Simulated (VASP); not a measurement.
Write the native input for VASP 6.6.1 that does the following.

| Quantity | Value |
| --- | --- |
| Task | single point |
| Functional | PBE |
| Dispersion | D4 |
| Potentials or basis | VASP PAW PBE potentials, release 64 (Fe_sv, O) |
| Cutoff | 700 eV |
| k mesh | 11 × 11 × 11 |
| Occupations | fermi-dirac, width 0.05 eV |
| Spin | collinear spin, ferromagnetic start |
| Starting moments | [3.0, 0.0] μB |
| Dipole correction | no |
| Further INCAR settings | ALGO = Normal; EDIFF = 1e-06; NBANDS = 22 |

The structure of FeO lies in POSCAR:

```
FeO
1.0
    0.0000000000      2.1976734774      2.1976734774
    2.1976734774      0.0000000000      2.1976734774
    2.1976734774      2.1976734774      0.0000000000
Fe O
1 1
Direct
    0.0000000000      0.0000000000      0.0000000000
    0.5000000000      0.5000000000      0.5000000000
```

These files were run (other wordings do the same):

INCAR

```
SYSTEM = FeO
PREC = Accurate ; ENCUT = 700
EDIFF = 1E-6 ; ISMEAR = -1
SIGMA = 0.05 ; LREAL = .False.
LASPH = .True. ; NELM = 200
ALGO = Normal ; ISIF = 2
LWAVE = .False. ; LCHARG = .False.
ISPIN = 2 ; MAGMOM = 3 0
LORBIT = 11 ; LMAXMIX = 4
GGA = PE ; IVDW = 13
NBANDS = 22 ; GGA_COMPAT = .False.
```

KPOINTS

```
regular mesh
0
Gamma
  11 11 11
  0 0 0
```

Potentials or basis: VASP PAW PBE potentials, release 64 (Fe_sv, O).

The run is started by

```sh
$ cat potpaw_PBE.64/Fe_sv/POTCAR potpaw_PBE.64/O/POTCAR > POTCAR
$ mpirun -np 1 vasp_std > vasp.out
```

It gave:

| Property | Result |
| --- | --- |
| Pressure | -14.5 GPa |
| Band gap on the k mesh | zero (filled and empty bands overlap) |
| Net moment | 4.00 μB per cell |
| Site moments | Fe +3.48; O +0.28 μB |
| Valence electrons inside the program's atomic spheres | Fe 13.59; O 4.96 |
| Dispersion energy per atom | -0.320 eV |

Caveat: the cell stands under tension; a cell with one magnetic atom can't hold antiferromagnetic order, which such compounds often take; semilocal functionals often make such compounds metallic where correlation or magnetic order opens a gap, which also shifts bond lengths.

It took 51 s on 1 thread of AMD EPYC 9R45 96-Core Processor (Zen 5), with other jobs on the host, peak memory 0.18 GiB.
